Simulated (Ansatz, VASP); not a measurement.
## Ge: VASP beside Ansatz

File INCAR:

```
  PREC = Accurate
  ENCUT = 520
  EDIFF = 1E-7
  ISMEAR = 1
  SIGMA = 0.1
  LREAL = False
  LASPH = True
  NELM = 100
  ALGO = Normal
  ISIF = 2
  LWAVE = False
  LCHARG = True
  GGA = PS
  LELF = True
  LVHAR = True
  NBANDS = 36
```

Contents of KPOINTS:

```
regular mesh
0
Gamma
  5 5 3
```

POSCAR

```
Ge
1.0
    4.0280500000     -0.0588600000      0.0361800000
   -2.0650000000      3.3314100000      0.0136100000
    0.0597300000      0.0604300000      6.3765300000
Ge
4
Direct
    0.6891690102      0.3295212473      0.0905771011
    0.3538500000      0.6855800000      0.5613900000
    0.7000900000      0.3410400000      0.4434100000
    0.3506700000      0.7050200000      0.9347100000
```

Input for Ansatz:

```yaml
crystal:
  lattice:
    - [4.02805, -0.05886, 0.03618]
    - [-2.065, 3.33141, 0.01361]
    - [0.05973, 0.06043, 6.37653]
  atoms:
    - { symbol: Ge, position: [0.6891690101966992, 0.32952124734633537, 0.09057710107765506] }
    - { symbol: Ge, position: [0.35385, 0.68558, 0.56139] }
    - { symbol: Ge, position: [0.70009, 0.34104, 0.44341] }
    - { symbol: Ge, position: [0.35067, 0.70502, 0.93471] }
basis:
  ecutwfc: 540.0
  xc_grid: 2
kpoints:
  mp_grid:
    grid: [5, 5, 3]
hamiltonian:
  xc: pbesol
scf:
  convergence:
    dr2_threshold: 1.0e-09
  occupations:
    method: methfessel_paxton
    width: 0.1
output:
  forces: true
  stress: true
```

Alike in both runs: task single point; functional PBEsol; k mesh 5 × 5 × 3; occupations methfessel-paxton of order 1, width 0.1 eV; no spin polarisation.

|  | VASP | Ansatz |
| --- | --- | --- |
| version | VASP 6.6.1 | Ansatz 0.2.0 |
| potentials or method | VASP PAW PBE potentials, release 64 (Ge_d), cutoff 520 eV | plane waves, PAW |
| valence electrons in the cell | 56 | 56 |

```csv
,VASP,Ansatz,Ansatz less VASP
pressure (GPa),8.1,8.2,+0.10
"traceless stress, the component that is largest in VASP (GPa)",-8.76,-8.79,-0.028
rms of the force components (eV/Å),1.243,1.247,+0.0032
```

VASP's potentials were made for PBE, not for PBEsol. Atom by atom the forces differ by 0.004 eV/Å (rms over components). Ansatz's warnings: stress scf threshold loose.

The k mesh is coarse, so the values compare programs but aren't converged.
